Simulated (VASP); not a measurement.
# Rb (P6_3/mmc) in VASP: notebook

The runs below take Rb through single point, with PBE.

Everything below comes from runs of VASP 6.6.1. Logs are shortened: lines on timing, memory, paths and dates and some standing lists are left out, and cuts for length are marked.

### Step 1. The cell of the first run

Symmetry: P6_3/mmc, No. 194, hexagonal system. Conventional cell: a = 3.998 Å, b = 3.998 Å, c = 13.230 Å, α = 90.00°, β = 90.00°, γ = 120.00°. Within 5.2 Å of Rb (site symmetry -3m) lie 12 Rb at 4.00 to 4.03 Å. Rb (site symmetry -6m2) has 12 Rb at 4.00 to 4.03 Å within 5.2 Å.

This isn't the form of Rb at room conditions, which is bcc.

### Step 2. Single point, PBE

Input file INCAR:

```
SYSTEM = Rb
ALGO = Normal ; EDIFF = 1E-6
ENCUT = 520 ; GGA = PE
ISIF = 2 ; ISMEAR = -1
LASPH = .TRUE. ; LCHARG = .TRUE.
LELF = .TRUE. ; LREAL = .FALSE.
LVHAR = .TRUE. ; LWAVE = .FALSE.
NBANDS = 26 ; NELM = 60
PREC = Accurate ; SIGMA = 0.1
```

Input file KPOINTS:

```
k-points
0
G
  7 7 2
  0 0 0
```

Input file POSCAR:

```
Rb
1.0
    3.9981466362      0.0000000000      0.0000000000
   -1.9990733181      3.4624965550      0.0000000000
    0.0000000000      0.0000000000     13.2298921841
Rb
4
Direct
    0.0000000000      0.0000000000      0.0000000000
    0.0000000000      0.0000000000      0.5000000000
    0.3333333333      0.6666666667      0.2500000000
    0.6666666667      0.3333333333      0.7500000000
```

Potentials or basis: VASP PAW PBE potentials, release 64 (Rb_sv).

On the command line:

```sh
$ cat potpaw_PBE.64/Rb_sv/POTCAR > POTCAR
$ mpirun -np 1 vasp_std > vasp.out
```

OUTCAR:

```text
SYSTEM = Rb
   EDIFF = 1E-6
   ENCUT = 520
   GGA = PE
   ISIF = 2
   ISMEAR = -1
   LASPH = .TRUE.
   LREAL = .FALSE.
   NELM = 60
   PREC = Accurate

 ion  position               nearest neighbor table
   1  0.000  0.000  0.000-   3 4.03   4 4.03   3 4.03   4 4.03   4 4.03   3 4.03   4 5.68   3 5.68
                             3 5.68   4 5.68   3 5.68   4 5.68
   2  0.000  0.000  0.500-   3 4.03   4 4.03   3 4.03   4 4.03   4 4.03   3 4.03   4 5.68   3 5.68
                             3 5.68   4 5.68   3 5.68   4 5.68
   3  0.333  0.667  0.250-   1 4.03   2 4.03   1 4.03   2 4.03   1 4.03   2 4.03   1 5.68   2 5.68
                             1 5.68   2 5.68   1 5.68   2 5.68
   4  0.667  0.333  0.750-   1 4.03   2 4.03   1 4.03   2 4.03   1 4.03   2 4.03   1 5.68   2 5.68
                             1 5.68   2 5.68   1 5.68   2 5.68

  LATTYP: Found a hexagonal cell.
 ALAT       =     3.9981466362
 C/A-ratio  =     3.3090062441

  Lattice vectors:

 A1 = (   3.9981466362,   0.0000000000,   0.0000000000)
 A2 = (  -1.9990733181,   3.4624965550,   0.0000000000)
 A3 = (   0.0000000000,   0.0000000000,  13.2298921841)

Analysis of symmetry for initial positions (statically):
=====================================================================
 Subroutine PRICEL returns:
 Original cell was already a primitive cell.

 Routine SETGRP: Setting up the symmetry group for a
 hexagonal supercell.

 Subroutine GETGRP returns: Found 24 space group operations
 (whereof 12 operations were pure point group operations)
 out of a pool of 24 trial point group operations.

The static configuration has the point symmetry D_3d.
 The point group associated with its full space group is D_6h.

Analysis of symmetry for dynamics (positions and initial velocities):
=====================================================================
 Subroutine PRICEL returns:
 Original cell was already a primitive cell.

 Routine SETGRP: Setting up the symmetry group for a
 hexagonal supercell.

 Subroutine GETGRP returns: Found 24 space group operations
 (whereof 12 operations were pure point group operations)
 out of a pool of 24 trial point group operations.

The dynamic configuration has the point symmetry D_3d.
 The point group associated with its full space group is D_6h.

 Subroutine INISYM returns: Found 24 space group operations
 (whereof 12 operations are pure point group operations),
 and found     1 'primitive' translations

----------------------------------------------------------------------------------------

                                     Primitive cell

  volume of cell :     183.1489

  direct lattice vectors                    reciprocal lattice vectors
     3.998146636  0.000000000  0.000000000     0.250115889  0.144404476  0.000000000
    -1.999073318  3.462496555  0.000000000     0.000000000  0.288808952  0.000000000
     0.000000000  0.000000000 13.229892184     0.000000000  0.000000000  0.075586406

  length of vectors
     3.998146636  3.998146636 13.229892184     0.288808952  0.288808952  0.075586406

  position of ions in fractional coordinates (direct lattice)
     0.000000000  0.000000000  0.000000000
     0.000000000  0.000000000  0.500000000
     0.333333333  0.666666667  0.250000000
     0.666666667  0.333333333  0.750000000

  ion indices of the primitive-cell ions
   primitive index   ion index
                 1           1
                 2           2
                 3           3
                 4           4

----------------------------------------------------------------------------------------

 KPOINTS: k-points

Automatic generation of k-mesh.
 Grid dimensions read from file:
 generate k-points for:    7    7    2

 Generating k-lattice:

  Cartesian coordinates                     Fractional coordinates (reciprocal lattice)
     0.035730841  0.020629211  0.000000000     0.142857143  0.000000000  0.000000000
     0.000000000  0.041258422  0.000000000     0.000000000  0.142857143  0.000000000
     0.000000000  0.000000000  0.037793203     0.000000000  0.000000000  0.500000000

  Length of vectors
     0.041258422  0.041258422  0.037793203

  Shift w.r.t. Gamma in fractional coordinates (k-lattice)
     0.000000000  0.000000000  0.000000000

 Subroutine IBZKPT returns following result:
 ===========================================

 Found     16 irreducible k-points:

 Following reciprocal coordinates:
            Coordinates               Weight
  0.000000  0.000000  0.000000      1.000000
  0.142857  0.000000  0.000000      6.000000
  0.285714 -0.000000  0.000000      6.000000
  0.428571  0.000000  0.000000      6.000000
  0.142857  0.142857  0.000000      6.000000
  0.285714  0.142857  0.000000     12.000000
[... 8 lines left out ...]
  0.428571  0.142857  0.500000      6.000000
  0.285714  0.285714  0.500000      6.000000
   k-points           NKPTS =     16   k-points in BZ     NKDIM =     16   number of bands    NBANDS=     26
   number of dos      NEDOS =    301   number of ions     NIONS =      4
   total plane-waves  NPLWV =  88200
   dimension x,y,z NGX =    30 NGY =   30 NGZ =   98
   dimension x,y,z NGXF=    60 NGYF=   60 NGZF=  196
   ions per type =               4
   NGX,Y,Z   is equivalent  to a cutoff of  12.47, 12.47, 12.31 a.u.
   NGXF,Y,Z  is equivalent  to a cutoff of  24.95, 24.95, 24.63 a.u.
 SYSTEM =  Rb
   PREC   = accura    normal or accurate (medium, high low for compatibility)
   ISTART =      0    job   : 0-new  1-cont  2-samecut
   ICHARG =      2    charge: 1-file 2-atom 10-const
   ISPIN  =      1    spin polarized calculation?
   LNONCOLLINEAR =      F non collinear calculations
   LSORBIT =      F    spin-orbit coupling
   LASPH  =      T    aspherical Exc in radial PAW
   ENCUT  =  520.0 eV  38.22 Ry    6.18 a.u.   7.43  7.43 24.60*2*pi/ulx,y,z
   NELM   =     60;   NELMIN=  2; NELMDL= -5     # of ELM steps
   EDIFF  = 0.1E-05   stopping-criterion for ELM
   LREAL  =      F    real-space projection
   EDIFFG = 0.1E-04   stopping-criterion for IOM
   NSW    =      0    number of steps for IOM
   IBRION =     -1    ionic relax: 0-MD 1-quasi-New 2-CG
   NFREE  =      0    steps in history (QN), initial steepest desc. (CG)
   ISIF   =      2    stress and relaxation
   ISYM   =      2    0-nonsym 1-usesym 2-fastsym
   POTIM  = 0.5000    time-step for ionic-motion
   TEBEG  =    0.0;   TEEND  =   0.0 temperature during run
   PSTRESS=    0.0 pullay stress
   NELECT =      36.0000    total number of electrons
   NUPDOWN=      -1.0000    fix difference up-down
   EMIN   =  10.00;   EMAX   =-10.00  energy-range for DOS
   EFERMI =   0.00;   METHOD = LEGACY
   ISMEAR =    -1;   SIGMA  =   0.10  broadening in eV -4-tet -1-fermi 0-gaus
   EFERMI_NEDOS =   21; number of points for ismear=-14 and -15
   IALGO  =     38    algorithm
   IMIX   =      4    mixing-type and parameters
     AMIX     =   0.40;   BMIX     =  1.00
     AMIX_MAG =   1.60;   BMIX_MAG =  1.00
  volume/ion in A,a.u.               =      45.79       308.99
  Fermi-wavevector in a.u.,A,eV,Ry     =   0.951862  1.798759 12.327452  0.906042
  Thomas-Fermi vector in A             =   2.080372
   LORBIT       =      0    0 simple, 1 ext, 2 COOP (PROOUT), +10 PAW based schemes
   GGA     = PE    functional components
   LHFCALC =     F    Hartree Fock is set to
   AEXX    =    0.0000 exact exchange contribution
   IVDW    =     0    specifies the selected vdW correction
   LEPSILON=     F    determine dielectric tensor
   LRPA    =     F    only Hartree local field effects (RPA)
 non-spin polarized calculation
  energy-cutoff  :      520.00
  volume of cell :      183.15
 maximum number of plane-waves:      4987
 NGX is ok and might be reduce to    30
   NGX = 15   NGY = 15   NGZ = 49

 number of electron      35.9999998 magnetization

 Free energy of the ion-electron system (eV)
  ---------------------------------------------------
  ext. energy  EPLUGINS =         0.00000000
  ---------------------------------------------------
  free energy    TOTEN  =        -1.63453302 eV

  energy without entropy =       -1.52034922  energy(sigma->0) =       -1.57744112

 E-fermi :   2.2620     XC(G=0):  -7.4523

 val. band max:        2.2055504037   @ k =   0.4286   0.0000   0.0000
 cond. band min:       2.3739924705   @ k =   0.4286   0.1429   0.0000
 fundamental gap:      0.1684420669
 Fermi energy:         2.2619998912

 k-point     1 :       0.0000    0.0000    0.0000
  band No.  band energies     occupation
      1     -26.6994      2.00000
      2     -26.6641      2.00000
      3     -26.6584      2.00000
      4     -26.6226      2.00000
      5     -11.2424      2.00000
      6     -10.8760      2.00000
[... 18 lines left out ...]
     25       6.0160      0.00000
     26       6.1387      0.00000

 k-point     2 :       0.1429    0.0000    0.0000
  band No.  band energies     occupation
      1     -26.6856      2.00000
      2     -26.6536      2.00000
      3     -26.6479      2.00000
      4     -26.6155      2.00000
      5     -11.1903      2.00000
      6     -10.8909      2.00000
[... 18 lines left out ...]
     25       5.5120      0.00000
     26       5.5176      0.00000

 k-point     3 :       0.2857   -0.0000    0.0000
  band No.  band energies     occupation
      1     -26.6529      2.00000
      2     -26.6298      2.00000
      3     -26.6242      2.00000
      4     -26.6009      2.00000
      5     -11.0736      2.00000
      6     -11.0353      2.00000
[... 340 lines left out ...]
 k-point    15 :       0.4286    0.1429    0.5000
  band No.  band energies     occupation
      1     -26.6101      2.00000
      2     -26.6101      2.00000
      3     -26.5949      2.00000
      4     -26.5949      2.00000
      5     -11.1722      2.00000
      6     -11.1722      2.00000
[... 18 lines left out ...]
     25       4.7985      0.00000
     26       4.7986      0.00000

 k-point    16 :       0.2857    0.2857    0.5000
  band No.  band energies     occupation
      1     -26.6058      2.00000
      2     -26.6058      2.00000
      3     -26.5944      2.00000
      4     -26.5944      2.00000
      5     -11.0863      2.00000
      6     -11.0863      2.00000
[... 18 lines left out ...]
     25       4.6335      0.00000
     26       4.6433      0.00000

------------------------ aborting loop because EDIFF is reached ----------------------------------------

  FORCE on cell =-STRESS in cart. coord.  units (eV):
  Direction    XX          YY          ZZ          XY          YZ          ZX
  --------------------------------------------------------------------------------------
  -------------------------------------------------------------------------------------
  Total        7.3574546      7.3574546      7.0836397     -0.0000000      0.0000000     -0.0000000
  in kB       64.3626329     64.3626329     61.9673144     -0.0000000      0.0000000     -0.0000000
  external PRESSURE =      63.5641934 kB  Pullay stress =       0.0000000 kB

 VOLUME and BASIS-vectors are now :
 -----------------------------------------------------------------------------
  energy-cutoff  :      520.00
  volume of cell :      183.15
      direct lattice vectors                 reciprocal lattice vectors
     3.998146636  0.000000000  0.000000000     0.250115889  0.144404476  0.000000000
    -1.999073318  3.462496555  0.000000000     0.000000000  0.288808952  0.000000000
     0.000000000  0.000000000 13.229892184     0.000000000  0.000000000  0.075586406

 POSITION                                       TOTAL-FORCE (eV/Angst)
 -----------------------------------------------------------------------------------
      0.00000      0.00000      0.00000        -0.000000      0.000000      0.000000
      0.00000      0.00000      6.61495        -0.000000      0.000000      0.000000
     -0.00000      2.30833      3.30747        -0.000000      0.000000     -0.000000
      1.99907      1.15417      9.92242         0.000000     -0.000000      0.000000
 -----------------------------------------------------------------------------------
    total drift:                               -0.000000      0.000000     -0.000000

  FREE ENERGIE OF THE ION-ELECTRON SYSTEM (eV)
  ---------------------------------------------------
  free  energy   TOTEN  =        -1.6345330224 eV

  energy  without entropy=       -1.5203492169  energy(sigma->0) =       -1.57744112
```

It took 34 s on 1 thread of Intel Xeon 6975P-C (Granite Rapids), shared host; peak memory 0.29 GiB.

Results:

```
Free energy            : -1.6345 eV
Pressure               : 6.4 GPa
Band gap on the k mesh : zero (bands 18 and 19 overlap by 2.33 eV)
```

Caveat: the cell stands under pressure.

### Step 3. Single point, PBE (45.79 Å³/atom)

Input file INCAR:

```
PREC = Accurate
ENCUT = 520
EDIFF = 1E-7
ISMEAR = -1
SIGMA = 0.1
LREAL = F
LASPH = T
NELM = 80
ALGO = Normal
ISIF = 2
LWAVE = F
LCHARG = F
GGA = PE
NBANDS = 26
```

Input file KPOINTS:

```
regular mesh
0
Gamma
  7 7 2
```

POSCAR is that of step 2.

Potentials or basis: VASP PAW PBE potentials, release 64 (Rb_sv).

On the command line:

```sh
$ cat potpaw_PBE.64/Rb_sv/POTCAR > POTCAR
$ mpirun -np 1 vasp_std > vasp.out
```

Run time: 39 s. Hardware: 1 thread of Intel Xeon 6975P-C (Granite Rapids), shared host; peak memory 0.29 GiB.

The run converged. Its results:

* Free energy: -1.6345 eV
* Pressure: 6.4 GPa
* Band gap on the k mesh: zero (bands 18 and 19 overlap by 2.33 eV)

Stress tensor (GPa, compression positive):
```
6.44 0.00 0.00
0.00 6.44 0.00
0.00 0.00 6.20
```

Levels at points of the mesh, in eV from the Fermi level:
| k point | band 15 | band 16 | band 17 | band 18 | band 19 | band 20 | band 21 | band 22 |
| --- | --- | --- | --- | --- | --- | --- | --- | --- |
| (0.00, 0.00, 0.00) | -12.71 | -12.71 | -2.91 | -1.68 | -1.67 | -0.20 | 1.60 | 2.47 |
| (0.00, 0.00, 0.50) | -12.72 | -12.72 | -2.56 | -2.56 | -0.67 | -0.67 | 1.83 | 1.83 |

Caveat: the cell stands under pressure.

### Step 4. Single point, PBE

This run uses another cell than the first one, of 62.27 Å³/atom.

Input file INCAR:

```
  PREC = Accurate
  ENCUT = 520
  EDIFF = 1E-6
  ISMEAR = -1
  SIGMA = 0.1
  LREAL = F
  LASPH = T
  NELM = 60
  ALGO = Normal
  ISIF = 2
  LWAVE = F
  LCHARG = T
  GGA = PE
  LELF = T
  LVHAR = T
  NBANDS = 26
```

Input file KPOINTS:

```
Automatic mesh
0
Gamma
  7 7 2
```

Input file POSCAR:

```
Rb
1.0
    4.4296732050      0.0000000000      0.0000000000
   -2.2148366025      3.8362095260      0.0000000000
    0.0000000000      0.0000000000     14.6578162947
Rb
4
Direct
    0.0000000000      0.0000000000      0.0000000000
    0.0000000000      0.0000000000      0.5000000000
    0.3333333333      0.6666666667      0.2500000000
    0.6666666667      0.3333333333      0.7500000000
```

On the command line:

```sh
$ cat potpaw_PBE.64/Rb_sv/POTCAR > POTCAR
$ mpirun -np 1 vasp_std > vasp.out
```

It took 50 s on 1 thread of Intel Xeon 6975P-C (Granite Rapids), shared host; peak memory 0.38 GiB.

Results (log left out):

| Item | Value |
| --- | --- |
| Free energy | -3.2366 eV |
| Pressure | 2.1 GPa |
| Band gap on the k mesh | zero (bands 18 and 19 overlap by 2.28 eV) |

Levels at points of the mesh, in eV from the Fermi level:
| k point | band 15 | band 16 | band 17 | band 18 | band 19 | band 20 | band 21 | band 22 |
| --- | --- | --- | --- | --- | --- | --- | --- | --- |
| (0.00, 0.00, 0.00) | -12.78 | -12.78 | -2.52 | -1.60 | -1.60 | -0.03 | 0.96 | 2.40 |
| (0.00, 0.00, 0.50) | -12.79 | -12.79 | -2.27 | -2.27 | -0.68 | -0.68 | 1.54 | 1.54 |

### Step 5. Single point, PBE

This run uses another cell than the first one, of 71.43 Å³/atom.

Input file INCAR:

```
ALGO     = Normal         # electronic algorithm
EDIFF    = 1E-7           # SCF threshold, eV
ENCUT    = 520            # plane-wave cutoff, eV
GGA      = PE             # functional
ISIF     = 2              # what is computed and relaxed
ISMEAR   = -1             # smearing method
LASPH    = True           # aspherical terms in the spheres
LCHARG   = True           # write CHGCAR
LELF     = True           # ELF
LREAL    = False          # projectors in reciprocal space
LVHAR    = True         
LWAVE    = False          # write WAVECAR
NBANDS   = 26             # bands
NELM     = 80             # most SCF steps
PREC     = Accurate       # precision mode
SIGMA    = 0.1            # smearing width, eV
```

Input file KPOINTS:

```
k-points
0
Gamma
  7 7 2
```

Input file POSCAR:

```
Rb
1.0
    4.6369625076      0.0000000000      0.0000000000
   -2.3184812538      4.0157273280      0.0000000000
    0.0000000000      0.0000000000     15.3437378912
Rb
4
Direct
    0.0000000000      0.0000000000      0.0000000000
    0.0000000000      0.0000000000      0.5000000000
    0.3333333333      0.6666666667      0.2500000000
    0.6666666667      0.3333333333      0.7500000000
```

On the command line:

```sh
$ cat potpaw_PBE.64/Rb_sv/POTCAR > POTCAR
$ mpirun -np 1 vasp_std > vasp.out
```

Wall time 56 s (1 thread of Intel Xeon 6975P-C (Granite Rapids), shared host); peak memory 0.4 GiB.

Results (log left out):

```yaml
Free_energy: -3.5922 eV
Pressure: 1.1 GPa
Band_gap_on_the_k_mesh: zero (bands 18 and 19 overlap by 2.17 eV)
```

Levels at points of the mesh, in eV from the Fermi level:
| k point | band 16 | band 17 | band 18 | band 19 | band 20 | band 21 |
| --- | --- | --- | --- | --- | --- | --- |
| (0.00, 0.00, 0.00) | -12.82 | -2.32 | -1.50 | -1.50 | 0.04 | 0.80 |
| (0.00, 0.00, 0.50) | -12.83 | -2.10 | -2.10 | -0.65 | -0.65 | 1.46 |

### Step 6. Overview

```csv
cell,gap on the mesh (eV),pressure (GPa)
"a = 3.998, b = 3.998, c = 13.230 Å, angles 90.0, 90.0, 120.0°, 4 atoms",none,6.4
"a = 4.430, b = 4.430, c = 14.658 Å, angles 90.0, 90.0, 120.0°, 4 atoms",none,2.1
"a = 4.637, b = 4.637, c = 15.344 Å, angles 90.0, 90.0, 120.0°, 4 atoms",none,1.1
```

Alike in all rows: task single point; level PBE; potentials or basis VASP PAW PBE potentials, release 64 (Rb_sv); no spin polarisation; k mesh 7 × 7 × 2; cutoff (eV) 520; smearing fermi-dirac 0.1 eV.

Caveats: the cell stands under pressure (at least some runs).

Total energies depend on the potentials used, so only differences within one code and one set of settings carry meaning.
